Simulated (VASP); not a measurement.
# PbSe (Fm-3m) in VASP: further runs

The runs below take PbSe through electric field gradients, with PBE.

Everything below comes from runs of VASP 6.6.1. Logs are shortened: lines on timing, memory, paths and dates and some standing lists are left out, and cuts for length are marked.

### Step 1. The cell of the first run

The structure is cubic, space group Fm-3m (No. 225). Conventional cell: a = 6.145 Å, b = 6.145 Å, c = 6.145 Å, α = 90.00°, β = 90.00°, γ = 90.00°. Within 4.0 Å of Pb (site symmetry m-3m) lie 6 Se at 3.07 Å. Within 4.0 Å of Se (site symmetry m-3m) lie 6 Pb at 3.07 Å.

### Step 2. Electric field gradients, PBE (volume scaled by 1.01)

Input file INCAR:

```
ALGO = Normal
EDIFF = 1E-8
ENCUT = 520
GGA = PE
ISIF = 2
ISMEAR = -1
LASPH = True
LCHARG = False
LEFG = True
LREAL = False
LWAVE = False
NBANDS = 17
NELM = 100
PREC = Accurate
SIGMA = 0.01
```

Input file KPOINTS:

```
k-points
0
Gamma
  9 9 9
```

Input file POSCAR:

```
PbSe
1.0
    0.0000000000      3.0723233306      3.0723233306
    3.0723233306      0.0000000000      3.0723233306
    3.0723233306      3.0723233306      0.0000000000
Pb Se
1 1
Direct
    0.0000000000      0.0000000000      0.0000000000
    0.5000000000      0.5000000000      0.5000000000
```

Potentials or basis: VASP PAW PBE potentials, release 64 (Pb_d, Se).

On the command line:

```sh
> cat potpaw_PBE.64/Pb_d/POTCAR potpaw_PBE.64/Se/POTCAR > POTCAR
> mpirun -np 1 vasp_std > vasp.out
```

OUTCAR:

```text
EDIFF = 1E-8
   ENCUT = 520
   GGA = PE
   ISIF = 2
   ISMEAR = -1
   LASPH = True
   LREAL = False
   NELM = 100
   PREC = Accurate

 ion  position               nearest neighbor table
   1  0.000  0.000  0.000-   2 3.07   2 3.07   2 3.07   2 3.07   2 3.07   2 3.07
   2  0.500  0.500  0.500-   1 3.07   1 3.07   1 3.07   1 3.07   1 3.07   1 3.07

  LATTYP: Found a face centered cubic cell.
 ALAT       =     6.1446466612

  Lattice vectors:

 A1 = (   0.0000000000,   3.0723233306,   3.0723233306)
 A2 = (   3.0723233306,   0.0000000000,   3.0723233306)
 A3 = (   3.0723233306,   3.0723233306,   0.0000000000)

Analysis of symmetry for initial positions (statically):
=====================================================================
 Subroutine PRICEL returns:
 Original cell was already a primitive cell.

 Routine SETGRP: Setting up the symmetry group for a
 face centered cubic supercell.

 Subroutine GETGRP returns: Found 48 space group operations
 (whereof 48 operations were pure point group operations)
 out of a pool of 48 trial point group operations.

The static configuration has the point symmetry O_h .

Analysis of symmetry for dynamics (positions and initial velocities):
=====================================================================
 Subroutine PRICEL returns:
 Original cell was already a primitive cell.

 Routine SETGRP: Setting up the symmetry group for a
 face centered cubic supercell.

 Subroutine GETGRP returns: Found 48 space group operations
 (whereof 48 operations were pure point group operations)
 out of a pool of 48 trial point group operations.

The dynamic configuration has the point symmetry O_h .

 Subroutine INISYM returns: Found 48 space group operations
 (whereof 48 operations are pure point group operations),
 and found     1 'primitive' translations

----------------------------------------------------------------------------------------

                                     Primitive cell

  volume of cell :      58.0004

  direct lattice vectors                    reciprocal lattice vectors
     0.000000000  3.072323331  3.072323331    -0.162743288  0.162743288  0.162743288
[... 114 lines left out ...]
   IVDW    =     0    specifies the selected vdW correction
   LEPSILON=     F    determine dielectric tensor
   LRPA    =     F    only Hartree local field effects (RPA)
 non-spin polarized calculation
  energy-cutoff  :      520.00
  volume of cell :       58.00
 maximum number of plane-waves:      1580
   NGX = 17   NGY = 17   NGZ = 17

 number of electron      19.9999996 magnetization

 Free energy of the ion-electron system (eV)
  ---------------------------------------------------
  ext. energy  EPLUGINS =         0.00000000
  ---------------------------------------------------
  free energy    TOTEN  =        -8.18700164 eV

  energy without entropy =       -8.18700164  energy(sigma->0) =       -8.18700164

 E-fermi :   5.0182     XC(G=0):  -9.4776

 val. band max:        4.7513923152   @ k =   0.4444   0.0000   0.0000
 cond. band min:       5.4595648879   @ k =   0.4444   0.0000   0.0000
 fundamental gap:      0.7081725726
 Fermi energy:         5.0182007402

 k-point     1 :       0.0000    0.0000    0.0000
  band No.  band energies     occupation
      1     -11.8905      2.00000
      2     -11.8905      2.00000
      3     -11.8905      2.00000
      4     -11.8859      2.00000
      5     -11.8859      2.00000
      6      -8.5698      2.00000
[... 457 lines left out ...]
      4     -11.8492      2.00000
      5     -11.8492      2.00000
      6      -7.2329      2.00000
[... 9 lines left out ...]
     16      16.3505      0.00000
     17      17.4831      0.00000

 [... further k-points ...]
[... 5 lines left out ...]
  --------------------------------------------------------------------------------------
  -------------------------------------------------------------------------------------
  Total        0.6384055      0.6384055      0.6384055      0.0000000      0.0000000      0.0000000
  in kB       17.6350397     17.6350397     17.6350397      0.0000000      0.0000000      0.0000000
  external PRESSURE =      17.6350397 kB  Pullay stress =       0.0000000 kB

 VOLUME and BASIS-vectors are now :
 -----------------------------------------------------------------------------
  energy-cutoff  :      520.00
  volume of cell :       58.00
      direct lattice vectors                 reciprocal lattice vectors
     0.000000000  3.072323331  3.072323331    -0.162743288  0.162743288  0.162743288
     3.072323331  0.000000000  3.072323331     0.162743288 -0.162743288  0.162743288
     3.072323331  3.072323331  0.000000000     0.162743288  0.162743288 -0.162743288

 POSITION                                       TOTAL-FORCE (eV/Angst)
 -----------------------------------------------------------------------------------
      0.00000      0.00000      0.00000         0.000000      0.000000      0.000000
      3.07232      3.07232      3.07232         0.000000     -0.000000     -0.000000
 -----------------------------------------------------------------------------------
    total drift:                                0.000000     -0.000000     -0.000000

  FREE ENERGIE OF THE ION-ELECTRON SYSTEM (eV)
  ---------------------------------------------------
  free  energy   TOTEN  =        -8.1870016431 eV

  energy  without entropy=       -8.1870016431  energy(sigma->0) =       -8.18700164

 Electric field gradients (V/A^2)
---------------------------------------------------------------------
 ion       V_xx      V_yy      V_zz      V_xy      V_xz      V_yz
---------------------------------------------------------------------
   1       0.000    -0.000     0.000     0.001     0.001     0.001
   2      -0.000    -0.000     0.000     0.000     0.000     0.000
---------------------------------------------------------------------

 Electric field gradients after diagonalization (V/A^2)
 (convention: |V_zz| > |V_xx| > |V_yy|)
----------------------------------------------------------------------
 ion       V_xx      V_yy      V_zz     asymmetry (V_yy - V_xx)/ V_zz
----------------------------------------------------------------------
   1      -0.001    -0.001     0.001       0.000
   2      -0.000    -0.000     0.001       0.000
----------------------------------------------------------------------

           NMR quadrupolar parameters

 Cq : quadrupolar parameter    Cq=e*Q*V_zz/h
 eta: asymmetry parameters     (V_yy - V_xx)/ V_zz
 Q  : nuclear electric quadrupole moment in mb (millibarn)
----------------------------------------------------------------------
 ion       Cq(MHz)       eta       Q (mb)
----------------------------------------------------------------------
   1       0.000       0.000       1.000
   2       0.000       0.000       1.000
----------------------------------------------------------------------
```

Wall time 14 s (1 thread of Intel Xeon 6975P-C, shared host); peak memory 0.19 GiB.

What came out:

```
Free energy : -8.1870 eV
Pressure    : 1.8 GPa
```

Caveat: this odd mesh misses L, where the gap lies, so gap, dielectric constants and Born charges aren't listed; without QUAD_EFG the Cq values of the log hold for a quadrupole moment of 1 mb, not for the nuclei; spin-orbit coupling is left out, which moves the levels of the heavy elements.

### Step 3. Electric field gradients, PBE (volume scaled by 1.01)

Input file INCAR:

```
SYSTEM = PbSe
PREC = Accurate ; ENCUT = 520
EDIFF = 1E-8 ; ISMEAR = -1
SIGMA = 0.01 ; LREAL = .False.
LASPH = .True. ; NELM = 80
ALGO = Normal ; ISIF = 2
LWAVE = .False. ; LCHARG = .False.
GGA = PE ; LEFG = .True.
NBANDS = 17
```

Input file KPOINTS:

```
Automatic mesh
0
Gamma
  9 9 9
  0 0 0
```

POSCAR is that of step 2.

Potentials or basis: VASP PAW PBE potentials, release 64 (Pb_d, Se).

On the command line:

```sh
> cat potpaw_PBE.64/Pb_d/POTCAR potpaw_PBE.64/Se/POTCAR > POTCAR
> mpirun -np 1 vasp_std > vasp.out
```

OUTCAR:

```text
SYSTEM = PbSe
   PREC = Accurate
   ENCUT = 520
   EDIFF = 1E-8
   ISMEAR = -1
   LREAL = .False.
   LASPH = .True.
   NELM = 80
   ISIF = 2
   GGA = PE

 ion  position               nearest neighbor table
   1  0.000  0.000  0.000-   2 3.07   2 3.07   2 3.07   2 3.07   2 3.07   2 3.07
   2  0.500  0.500  0.500-   1 3.07   1 3.07   1 3.07   1 3.07   1 3.07   1 3.07

  LATTYP: Found a face centered cubic cell.
 ALAT       =     6.1446466612

  Lattice vectors:

 A1 = (   0.0000000000,   3.0723233306,   3.0723233306)
 A2 = (   3.0723233306,   0.0000000000,   3.0723233306)
 A3 = (   3.0723233306,   3.0723233306,   0.0000000000)

Analysis of symmetry for initial positions (statically):
=====================================================================
 Subroutine PRICEL returns:
 Original cell was already a primitive cell.

 Routine SETGRP: Setting up the symmetry group for a
 face centered cubic supercell.

 Subroutine GETGRP returns: Found 48 space group operations
 (whereof 48 operations were pure point group operations)
 out of a pool of 48 trial point group operations.

The static configuration has the point symmetry O_h .

Analysis of symmetry for dynamics (positions and initial velocities):
=====================================================================
 Subroutine PRICEL returns:
 Original cell was already a primitive cell.

 Routine SETGRP: Setting up the symmetry group for a
 face centered cubic supercell.

 Subroutine GETGRP returns: Found 48 space group operations
 (whereof 48 operations were pure point group operations)
 out of a pool of 48 trial point group operations.

[... 150 lines left out ...]
 cond. band min:       5.4595648879   @ k =   0.4444   0.0000   0.0000
 fundamental gap:      0.7081725726
 Fermi energy:         5.0182007402

 k-point     1 :       0.0000    0.0000    0.0000
  band No.  band energies     occupation
      1     -11.8905      2.00000
      2     -11.8905      2.00000
      3     -11.8905      2.00000
      4     -11.8859      2.00000
      5     -11.8859      2.00000
      6      -8.5698      2.00000
[... 457 lines left out ...]
      4     -11.8492      2.00000
      5     -11.8492      2.00000
      6      -7.2329      2.00000
[... 9 lines left out ...]
     16      16.3505      0.00000
     17      17.4831      0.00000

 [... further k-points ...]
[... 5 lines left out ...]
  --------------------------------------------------------------------------------------
  -------------------------------------------------------------------------------------
  Total        0.6384055      0.6384055      0.6384055      0.0000000      0.0000000      0.0000000
  in kB       17.6350397     17.6350397     17.6350397      0.0000000      0.0000000      0.0000000
  external PRESSURE =      17.6350397 kB  Pullay stress =       0.0000000 kB

 VOLUME and BASIS-vectors are now :
 -----------------------------------------------------------------------------
  energy-cutoff  :      520.00
  volume of cell :       58.00
      direct lattice vectors                 reciprocal lattice vectors
     0.000000000  3.072323331  3.072323331    -0.162743288  0.162743288  0.162743288
     3.072323331  0.000000000  3.072323331     0.162743288 -0.162743288  0.162743288
     3.072323331  3.072323331  0.000000000     0.162743288  0.162743288 -0.162743288

 POSITION                                       TOTAL-FORCE (eV/Angst)
 -----------------------------------------------------------------------------------
      0.00000      0.00000      0.00000         0.000000      0.000000      0.000000
      3.07232      3.07232      3.07232         0.000000     -0.000000     -0.000000
 -----------------------------------------------------------------------------------
    total drift:                                0.000000     -0.000000     -0.000000

  FREE ENERGIE OF THE ION-ELECTRON SYSTEM (eV)
  ---------------------------------------------------
  free  energy   TOTEN  =        -8.1870016431 eV

  energy  without entropy=       -8.1870016431  energy(sigma->0) =       -8.18700164

 Electric field gradients (V/A^2)
---------------------------------------------------------------------
 ion       V_xx      V_yy      V_zz      V_xy      V_xz      V_yz
---------------------------------------------------------------------
   1       0.000    -0.000     0.000     0.001     0.001     0.001
   2      -0.000    -0.000     0.000     0.000     0.000     0.000
---------------------------------------------------------------------

 Electric field gradients after diagonalization (V/A^2)
 (convention: |V_zz| > |V_xx| > |V_yy|)
----------------------------------------------------------------------
 ion       V_xx      V_yy      V_zz     asymmetry (V_yy - V_xx)/ V_zz
----------------------------------------------------------------------
   1      -0.001    -0.001     0.001       0.000
   2      -0.000    -0.000     0.001       0.000
----------------------------------------------------------------------

           NMR quadrupolar parameters

 Cq : quadrupolar parameter    Cq=e*Q*V_zz/h
 eta: asymmetry parameters     (V_yy - V_xx)/ V_zz
 Q  : nuclear electric quadrupole moment in mb (millibarn)
----------------------------------------------------------------------
 ion       Cq(MHz)       eta       Q (mb)
----------------------------------------------------------------------
   1       0.000       0.000       1.000
   2       0.000       0.000       1.000
----------------------------------------------------------------------
```

Wall time 15 s (1 thread of Intel Xeon 6975P-C, shared host); peak memory 0.19 GiB.

Results:

```
Free energy : -8.1870 eV
Pressure    : 1.8 GPa
```

Caveat: this odd mesh misses L, where the gap lies, so gap, dielectric constants and Born charges aren't listed; without QUAD_EFG the Cq values of the log hold for a quadrupole moment of 1 mb, not for the nuclei; spin-orbit coupling is left out, which moves the levels of the heavy elements.

### Step 4. Electric field gradients, PBE (volume scaled by 1.02)

Input file INCAR:

```
SYSTEM = PbSe
ALGO = Normal ; EDIFF = 1E-8
ENCUT = 520 ; GGA = PE
ISIF = 2 ; ISMEAR = -1
LASPH = .True. ; LCHARG = .False.
LEFG = .True. ; LREAL = .False.
LWAVE = .False. ; NBANDS = 17
NELM = 60 ; PREC = Accurate
SIGMA = 0.01
```

Input file KPOINTS:

```
k-points
0
Gamma
  9 9 9
  0 0 0
```

Input file POSCAR:

```
PbSe
1.0
    0.0000000000      3.0824297301      3.0824297301
    3.0824297301      0.0000000000      3.0824297301
    3.0824297301      3.0824297301      0.0000000000
Pb Se
1 1
Direct
    0.0000000000      0.0000000000      0.0000000000
    0.5000000000      0.5000000000      0.5000000000
```

Potentials or basis: VASP PAW PBE potentials, release 64 (Pb_d, Se).

On the command line:

```sh
> cat potpaw_PBE.64/Pb_d/POTCAR potpaw_PBE.64/Se/POTCAR > POTCAR
> mpirun -np 1 vasp_std > vasp.out
```

OUTCAR:

```text
SYSTEM = PbSe
   EDIFF = 1E-8
   ENCUT = 520
   GGA = PE
   ISIF = 2
   ISMEAR = -1
   LASPH = .True.
   LREAL = .False.
   NELM = 60
   PREC = Accurate

 ion  position               nearest neighbor table
   1  0.000  0.000  0.000-   2 3.08   2 3.08   2 3.08   2 3.08   2 3.08   2 3.08
   2  0.500  0.500  0.500-   1 3.08   1 3.08   1 3.08   1 3.08   1 3.08   1 3.08

  LATTYP: Found a face centered cubic cell.
 ALAT       =     6.1648594602

  Lattice vectors:

 A1 = (   0.0000000000,   3.0824297301,   3.0824297301)
 A2 = (   3.0824297301,   0.0000000000,   3.0824297301)
 A3 = (   3.0824297301,   3.0824297301,   0.0000000000)

Analysis of symmetry for initial positions (statically):
=====================================================================
 Subroutine PRICEL returns:
 Original cell was already a primitive cell.

 Routine SETGRP: Setting up the symmetry group for a
 face centered cubic supercell.

[... 668 lines left out ...]
      direct lattice vectors                 reciprocal lattice vectors
     0.000000000  3.082429730  3.082429730    -0.162209699  0.162209699  0.162209699
     3.082429730  0.000000000  3.082429730     0.162209699 -0.162209699  0.162209699
     3.082429730  3.082429730  0.000000000     0.162209699  0.162209699 -0.162209699

 POSITION                                       TOTAL-FORCE (eV/Angst)
 -----------------------------------------------------------------------------------
      0.00000      0.00000      0.00000         0.000000      0.000000      0.000000
      3.08243      3.08243      3.08243        -0.000000     -0.000000     -0.000000
 -----------------------------------------------------------------------------------
    total drift:                                0.000000     -0.000000     -0.000000

  FREE ENERGIE OF THE ION-ELECTRON SYSTEM (eV)
  ---------------------------------------------------
  free  energy   TOTEN  =        -8.1925152060 eV

  energy  without entropy=       -8.1925152060  energy(sigma->0) =       -8.19251521

 Electric field gradients (V/A^2)
---------------------------------------------------------------------
 ion       V_xx      V_yy      V_zz      V_xy      V_xz      V_yz
---------------------------------------------------------------------
   1       0.000     0.000     0.000     0.001     0.001     0.001
   2      -0.000     0.000     0.000     0.000     0.000     0.000
---------------------------------------------------------------------

 Electric field gradients after diagonalization (V/A^2)
 (convention: |V_zz| > |V_xx| > |V_yy|)
----------------------------------------------------------------------
 ion       V_xx      V_yy      V_zz     asymmetry (V_yy - V_xx)/ V_zz
----------------------------------------------------------------------
   1      -0.001    -0.001     0.002       0.000
   2      -0.000    -0.000     0.001       0.000
----------------------------------------------------------------------

           NMR quadrupolar parameters

 Cq : quadrupolar parameter    Cq=e*Q*V_zz/h
 eta: asymmetry parameters     (V_yy - V_xx)/ V_zz
 Q  : nuclear electric quadrupole moment in mb (millibarn)
----------------------------------------------------------------------
 ion       Cq(MHz)       eta       Q (mb)
----------------------------------------------------------------------
   1       0.000       0.000       1.000
   2       0.000       0.000       1.000
----------------------------------------------------------------------
```

OSZICAR:

```text
N       E                     dE             d eps       ncg     rms          rms(c)
DAV:   1     0.155696196323E+03    0.15570E+03   -0.94378E+03  1190   0.118E+03
DAV:   2     0.318853416692E+01   -0.15251E+03   -0.14711E+03  1236   0.304E+02
DAV:   3    -0.822163667797E+01   -0.11410E+02   -0.11328E+02  1559   0.889E+01
DAV:   4    -0.848638549834E+01   -0.26475E+00   -0.26456E+00  1402   0.153E+01
DAV:   5    -0.849538659133E+01   -0.90011E-02   -0.90004E-02  1747   0.271E+00    0.274E+00
DAV:   6    -0.819385717885E+01    0.30153E+00   -0.75655E-01  1819   0.581E+00    0.152E+00
DAV:   7    -0.818935713098E+01    0.45000E-02   -0.12197E-01  1458   0.166E+00    0.847E-01
DAV:   8    -0.819292389533E+01   -0.35668E-02   -0.13620E-02  1400   0.125E+00    0.176E-01
DAV:   9    -0.819243465646E+01    0.48924E-03   -0.29316E-03  1834   0.513E-01    0.539E-02
DAV:  10    -0.819250782591E+01   -0.73169E-04   -0.23185E-04  1419   0.853E-02    0.193E-02
DAV:  11    -0.819251518371E+01   -0.73578E-05   -0.59133E-05  1574   0.767E-02    0.873E-03
DAV:  12    -0.819251515536E+01    0.28346E-07   -0.30736E-06  1530   0.118E-02    0.239E-03
DAV:  13    -0.819251517585E+01   -0.20485E-07   -0.18704E-07  1525   0.399E-03    0.648E-04
DAV:  14    -0.819251520101E+01   -0.25160E-07   -0.10528E-07  1342   0.183E-03    0.282E-04
DAV:  15    -0.819251520598E+01   -0.49765E-08   -0.18808E-09  1268   0.309E-04
   1 F= -.81925152E+01 E0= -.81925152E+01  d E =-.148618E-13
```

It took 17 s on 1 thread of Intel Xeon 6975P-C, shared host; peak memory 0.19 GiB.

What came out:

| Property | Result |
| --- | --- |
| Free energy | -8.1925 eV |
| Pressure | 1.2 GPa |

Levels at points of the mesh, in eV from the Fermi level:
| k point | band 8 | band 9 | band 10 | band 11 | band 12 | band 13 |
| --- | --- | --- | --- | --- | --- | --- |
| (0.00, 0.00, 0.00) | -1.87 | -1.87 | -1.87 | 4.57 | 4.57 | 4.57 |

Caveat: this odd mesh misses L, where the gap lies, so gap, dielectric constants and Born charges aren't listed; without QUAD_EFG the Cq values of the log hold for a quadrupole moment of 1 mb, not for the nuclei; spin-orbit coupling is left out, which moves the levels of the heavy elements.

(Part 1 of 2 ends here.)
